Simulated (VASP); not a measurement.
A run of VASP 6.6.1 is set up as follows.

INCAR

```
SYSTEM = Mo
PREC = Accurate
ENCUT = 520
EDIFF = 1E-6
ISMEAR = 0
SIGMA = 0.1
LREAL = .FALSE.
LASPH = .TRUE.
NELM = 100
ALGO = Normal
ISIF = 2
LWAVE = .FALSE.
LCHARG = .TRUE.
GGA = PE
LELF = .TRUE.
LVHAR = .TRUE.
NBANDS = 13
```

KPOINTS

```
regular mesh
0
G
  18 18 18
  0 0 0
```

File POSCAR:

```
Mo
1.0
    1.5032202904      0.8678846393      2.0719638199
   -1.5032202904      0.8678846393      2.0719638199
    0.0000000000     -1.7357692787      2.0719638199
Mo
1
Direct
    0.5000000000      0.5000000000      0.5000000000
```

Potentials or basis: VASP PAW PBE potentials, release 64 (Mo_sv).

Launch:

```console
$ cat potpaw_PBE.64/Mo_sv/POTCAR > POTCAR
$ mpirun -np 1 vasp_std > vasp.out
```

Question: Predict the pressure.

Answer: 0.4 GPa.

Question: Estimate the band gap on the k mesh.

Answer: Zero (band 7 reaches 14.94 eV, above the bottom of band 8 at 11.08 eV).

Stress tensor (GPa, compression positive):
```
0.40 0.00 0.00
0.00 0.40 0.00
0.00 0.00 0.54
```
